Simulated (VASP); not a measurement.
# Ni (P6_3/mmc) in VASP: further runs

Runs on Ni. Level: PBE. Tasks: single point, relaxation of cell and atoms.

All numbers are computed with VASP 6.6.1; they aren't measurements. Logs are shortened: lines on timing, memory, paths and dates and some standing lists are left out, and cuts for length are marked.

**1. The cell of the first run**

Symmetry: P6_3/mmc, No. 194, hexagonal system. The conventional cell has a = 2.584 Å, b = 2.584 Å, c = 4.235 Å, α = 90.00°, β = 90.00°, γ = 120.00°. Ni (site symmetry -6m2) has 12 Ni at 2.58 to 2.59 Å within 3.4 Å.

This isn't the form of Ni at room conditions, which is fcc.

**2. Single point, PBE, collinear spin, ferromagnetic start (12.24 Å³/atom)**

File INCAR:

```
PREC     = Accurate       # precision mode
ENCUT    = 520            # plane-wave cutoff, eV
EDIFF    = 1E-7           # SCF threshold, eV
ISMEAR   = -1             # smearing method
SIGMA    = 0.05           # smearing width, eV
LREAL    = False          # projectors in reciprocal space
LASPH    = True           # aspherical terms in the spheres
NELM     = 150            # most SCF steps
ALGO     = Normal         # electronic algorithm
ISIF     = 2              # what is computed and relaxed
LWAVE    = False          # write WAVECAR
LCHARG   = True           # write CHGCAR
ISPIN    = 2              # spin polarisation
MAGMOM   = 0.688 0.688    # initial moments
LORBIT   = 11             # projections on sites
LMAXMIX  = 4              # l up to which the mixer works
GGA      = PE             # functional
LELF     = True           # ELF
LVHAR    = True         
NBANDS   = 21             # bands
```

File KPOINTS:

```
regular mesh
0
Gamma
  24 24 13
```

File POSCAR:

```
Ni
1.0
    2.5839168555      0.0000000000      0.0000000000
   -1.2919584277      2.2377376381      0.0000000000
    0.0000000000      0.0000000000      4.2347765544
Ni
2
Direct
    0.3333333333      0.6666666667      0.2500000000
    0.6666666667      0.3333333333      0.7500000000
```

Potentials or basis: VASP PAW PBE potentials, release 64 (Ni).

Started as:

```console
cat potpaw_PBE.64/Ni/POTCAR > POTCAR
mpirun -np 1 vasp_std > vasp.out
```

OUTCAR:

```text
PREC = Accurate
   ENCUT = 520
   EDIFF = 1E-7
   ISMEAR = -1
   LREAL = False
   LASPH = True
   NELM = 150
   ISIF = 2
   ISPIN = 2
   LORBIT = 11
   GGA = PE

 ion  position               nearest neighbor table
   1  0.333  0.667  0.250-   2 2.59   2 2.59   2 2.59   2 2.59   2 2.59   2 2.59
   2  0.667  0.333  0.750-   1 2.59   1 2.59   1 2.59   1 2.59   1 2.59   1 2.59

  LATTYP: Found a hexagonal cell.
 ALAT       =     2.5839168555
 C/A-ratio  =     1.6388981501

  Lattice vectors:

 A1 = (   2.5839168555,   0.0000000000,   0.0000000000)
 A2 = (  -1.2919584277,   2.2377376381,   0.0000000000)
 A3 = (   0.0000000000,   0.0000000000,   4.2347765544)

Analysis of symmetry for initial positions (statically):
=====================================================================
 Subroutine PRICEL returns:
 Original cell was already a primitive cell.

 Routine SETGRP: Setting up the symmetry group for a
 hexagonal supercell.

 Subroutine GETGRP returns: Found 24 space group operations
 (whereof 12 operations were pure point group operations)
 out of a pool of 24 trial point group operations.

The static configuration has the point symmetry D_3d.
 The point group associated with its full space group is D_6h.

Analysis of symmetry for dynamics (positions and initial velocities):
=====================================================================
 Subroutine PRICEL returns:
 Original cell was already a primitive cell.

 Routine SETGRP: Setting up the symmetry group for a
 hexagonal supercell.

 Subroutine GETGRP returns: Found 24 space group operations
 (whereof 12 operations were pure point group operations)
 out of a pool of 24 trial point group operations.

The dynamic configuration has the point symmetry D_3d.
 The point group associated with its full space group is D_6h.

Analysis of structural, dynamic, and magnetic symmetry:
=====================================================================
 Subroutine PRICEL returns:
 Original cell was already a primitive cell.

 Routine SETGRP: Setting up the symmetry group for a
 hexagonal supercell.

 Subroutine GETGRP returns: Found 24 space group operations
 (whereof 12 operations were pure point group operations)
 out of a pool of 24 trial point group operations.

The overall configuration has the point symmetry D_3d.
 The point group associated with its full space group is D_6h.

 Subroutine INISYM returns: Found 24 space group operations
 (whereof 12 operations are pure point group operations),
 and found     1 'primitive' translations

----------------------------------------------------------------------------------------

                                     Primitive cell

  volume of cell :      24.4860

  direct lattice vectors                    reciprocal lattice vectors
     2.583916856  0.000000000  0.000000000     0.387009357  0.223439956  0.000000000
    -1.291958428  2.237737638  0.000000000     0.000000000  0.446879913  0.000000000
     0.000000000  0.000000000  4.234776554     0.000000000  0.000000000  0.236139968

  length of vectors
     2.583916856  2.583916855  4.234776554     0.446879913  0.446879913  0.236139968

  position of ions in fractional coordinates (direct lattice)
     0.333333333  0.666666667  0.250000000
     0.666666667  0.333333333  0.750000000

  ion indices of the primitive-cell ions
   primitive index   ion index
                 1           1
                 2           2

----------------------------------------------------------------------------------------

 KPOINTS: regular mesh

Automatic generation of k-mesh.
 Grid dimensions read from file:
 generate k-points for:   24   24   13

 Generating k-lattice:

  Cartesian coordinates                     Fractional coordinates (reciprocal lattice)
     0.016125390  0.009309998  0.000000000     0.041666667 -0.000000000  0.000000000
     0.000000000  0.018619996  0.000000000     0.000000000  0.041666667  0.000000000
     0.000000000  0.000000000  0.018164613     0.000000000  0.000000000  0.076923077

  Length of vectors
     0.018619996  0.018619996  0.018164613

  Shift w.r.t. Gamma in fractional coordinates (k-lattice)
     0.000000000  0.000000000  0.000000000

 Subroutine IBZKPT returns following result:
 ===========================================

 Found    427 irreducible k-points:

 Following reciprocal coordinates:
            Coordinates               Weight
  0.000000  0.000000  0.000000      1.000000
  0.041667  0.000000  0.000000      6.000000
  0.083333  0.000000  0.000000      6.000000
  0.125000  0.000000  0.000000      6.000000
  0.166667  0.000000  0.000000      6.000000
  0.208333  0.000000  0.000000      6.000000
[... 16 lines left out ...]
  0.416667  0.041667  0.000000     12.000000
  0.458333  0.041667  0.000000     12.000000
 [... further k-points ...]
   k-points           NKPTS =    427   k-points in BZ     NKDIM =    427   number of bands    NBANDS=     21
   number of dos      NEDOS =    301   number of ions     NIONS =      2
   total plane-waves  NPLWV =  12800
   dimension x,y,z NGX =    20 NGY =   20 NGZ =   32
   dimension x,y,z NGXF=    40 NGYF=   40 NGZF=   64
   ions per type =               2
   NGX,Y,Z   is equivalent  to a cutoff of  12.87, 12.87, 12.56 a.u.
   NGXF,Y,Z  is equivalent  to a cutoff of  25.74, 25.74, 25.12 a.u.
 SYSTEM =  unknown system
   PREC   = accura    normal or accurate (medium, high low for compatibility)
   ISTART =      0    job   : 0-new  1-cont  2-samecut
   ICHARG =      2    charge: 1-file 2-atom 10-const
   ISPIN  =      2    spin polarized calculation?
   LNONCOLLINEAR =      F non collinear calculations
   LSORBIT =      F    spin-orbit coupling
   LASPH  =      T    aspherical Exc in radial PAW
   ENCUT  =  520.0 eV  38.22 Ry    6.18 a.u.   4.80  4.80  7.87*2*pi/ulx,y,z
   NELM   =    150;   NELMIN=  2; NELMDL= -5     # of ELM steps
   EDIFF  = 0.1E-06   stopping-criterion for ELM
   LREAL  =      F    real-space projection
   EDIFFG = 0.1E-05   stopping-criterion for IOM
   NSW    =      0    number of steps for IOM
   IBRION =     -1    ionic relax: 0-MD 1-quasi-New 2-CG
   NFREE  =      0    steps in history (QN), initial steepest desc. (CG)
   ISIF   =      2    stress and relaxation
   ISYM   =      2    0-nonsym 1-usesym 2-fastsym
   POTIM  = 0.5000    time-step for ionic-motion
   TEBEG  =    0.0;   TEEND  =   0.0 temperature during run
   PSTRESS=    0.0 pullay stress
   NELECT =      20.0000    total number of electrons
   NUPDOWN=      -1.0000    fix difference up-down
   EMIN   =  10.00;   EMAX   =-10.00  energy-range for DOS
   EFERMI =   0.00;   METHOD = LEGACY
   ISMEAR =    -1;   SIGMA  =   0.05  broadening in eV -4-tet -1-fermi 0-gaus
   EFERMI_NEDOS =   21; number of points for ismear=-14 and -15
   IALGO  =     38    algorithm
   IMIX   =      4    mixing-type and parameters
     AMIX     =   0.40;   BMIX     =  1.00
     AMIX_MAG =   1.60;   BMIX_MAG =  1.00
  volume/ion in A,a.u.               =      12.24        82.62
  Fermi-wavevector in a.u.,A,eV,Ry     =   1.530308  2.891862 31.862690  2.341842
  Thomas-Fermi vector in A             =   2.637809
   LORBIT       =     11    0 simple, 1 ext, 2 COOP (PROOUT), +10 PAW based schemes
   GGA     = PE    functional components
   LHFCALC =     F    Hartree Fock is set to
   AEXX    =    0.0000 exact exchange contribution
   IVDW    =     0    specifies the selected vdW correction
   LEPSILON=     F    determine dielectric tensor
   LRPA    =     F    only Hartree local field effects (RPA)
 spin polarized calculation
  energy-cutoff  :      520.00
  volume of cell :       24.49
 maximum number of plane-waves:       675
 NGX is ok and might be reduce to    20
   NGX =  9   NGY =  9   NGZ = 15

 number of electron      19.9999990 magnetization       1.3291145

 Free energy of the ion-electron system (eV)
  ---------------------------------------------------
  ext. energy  EPLUGINS =         0.00000000
  ---------------------------------------------------
  free energy    TOTEN  =       -10.75196004 eV

  energy without entropy =      -10.71136437  energy(sigma->0) =      -10.73166220

 E-fermi :   7.8376     XC(G=0): -12.5726

 val. band max:        7.8372172377   @ k =   0.2500   0.2083   0.0769
 cond. band min:       7.8376544956   @ k =   0.1667   0.0000   0.2308
 fundamental gap:      0.0004372579
 Fermi energy:         7.8375984380

 spin component 1

 k-point     1 :       0.0000    0.0000    0.0000
  band No.  band energies     occupation
      1      -0.4123      1.00000
      2       3.5780      1.00000
      3       5.6515      1.00000
      4       5.7380      1.00000
      5       5.7380      1.00000
      6       5.9566      1.00000
[... 13 lines left out ...]
     20      32.0259      0.00000
     21      36.3005      0.00000
[... 529 lines left out ...]
 k-point    24 :       0.4583    0.0417    0.0000
  band No.  band energies     occupation
      1       3.8861      1.00000
      2       4.0946      1.00000
      3       4.3412      1.00000
      4       5.6702      1.00000
      5       5.6819      1.00000
      6       5.7818      1.00000
[... 13 lines left out ...]
     20      30.0286      0.00000
     21      34.0223      0.00000

 [... further k-points ...]

 spin component 2

 k-point     1 :       0.0000    0.0000    0.0000
  band No.  band energies     occupation
      1      -0.4527      1.00000
      2       4.0000      1.00000
      3       6.3919      1.00000
      4       6.4459      1.00000
      5       6.4459      1.00000
      6       6.6826      1.00000
[... 13 lines left out ...]
     20      31.9427      0.00000
     21      36.3513      0.00000
[... 529 lines left out ...]
 k-point    24 :       0.4583    0.0417    0.0000
  band No.  band energies     occupation
      1       4.2475      1.00000
      2       4.6375      1.00000
      3       4.8584      1.00000
      4       6.0148      1.00000
      5       6.3502      1.00000
      6       6.3990      1.00000
[... 13 lines left out ...]
     20      30.1140      0.00000
     21      34.0375      0.00000

 [... further k-points ...]
[... 5 lines left out ...]
  --------------------------------------------------------------------------------------
  -------------------------------------------------------------------------------------
  Total       -2.5694552     -2.5694552     -2.5117109     -0.0000000      0.0000000     -0.0000000
  in kB     -168.1254398   -168.1254398   -164.3470964     -0.0000000      0.0000000     -0.0000000
  external PRESSURE =    -166.8659920 kB  Pullay stress =       0.0000000 kB

 VOLUME and BASIS-vectors are now :
 -----------------------------------------------------------------------------
  energy-cutoff  :      520.00
  volume of cell :       24.49
      direct lattice vectors                 reciprocal lattice vectors
     2.583916856  0.000000000  0.000000000     0.387009357  0.223439956  0.000000000
    -1.291958428  2.237737638  0.000000000     0.000000000  0.446879913  0.000000000
     0.000000000  0.000000000  4.234776554     0.000000000  0.000000000  0.236139968

 POSITION                                       TOTAL-FORCE (eV/Angst)
 -----------------------------------------------------------------------------------
     -0.00000      1.49183      1.05869        -0.000000      0.000000      0.000000
      1.29196      0.74591      3.17608         0.000000     -0.000000      0.000000
 -----------------------------------------------------------------------------------
    total drift:                               -0.000000      0.000000     -0.000000

  FREE ENERGIE OF THE ION-ELECTRON SYSTEM (eV)
  ---------------------------------------------------
  free  energy   TOTEN  =       -10.7519600404 eV

  energy  without entropy=      -10.7113643655  energy(sigma->0) =      -10.73166220

 total charge

# of ion       s       p       d       tot
------------------------------------------
    1        0.451   0.401   8.273   9.125
    2        0.451   0.401   8.273   9.125
--------------------------------------------------
tot          0.901   0.803  16.547  18.251

 magnetization (x)

# of ion       s       p       d       tot
------------------------------------------
    1       -0.005  -0.023   0.715   0.687
    2       -0.005  -0.023   0.715   0.687
--------------------------------------------------
tot         -0.009  -0.046   1.429   1.374
```

Run time: 10 min. Hardware: 1 thread of Intel Xeon 8259CL, shared host; peak memory 0.39 GiB.

What came out:

```
Free energy                                           : -10.7520 eV
Pressure                                              : -16.7 GPa
Net moment                                            : 1.33 μB per cell
Site moments                                          : Ni +0.69 μB
Valence electrons inside the program's atomic spheres : Ni 9.12
```

Stress tensor (GPa, compression positive):
```
-16.81   0.00   0.00
  0.00 -16.81   0.00
  0.00   0.00 -16.43
```

Caveat: the cell stands under tension.

[end of part 1 of 2]
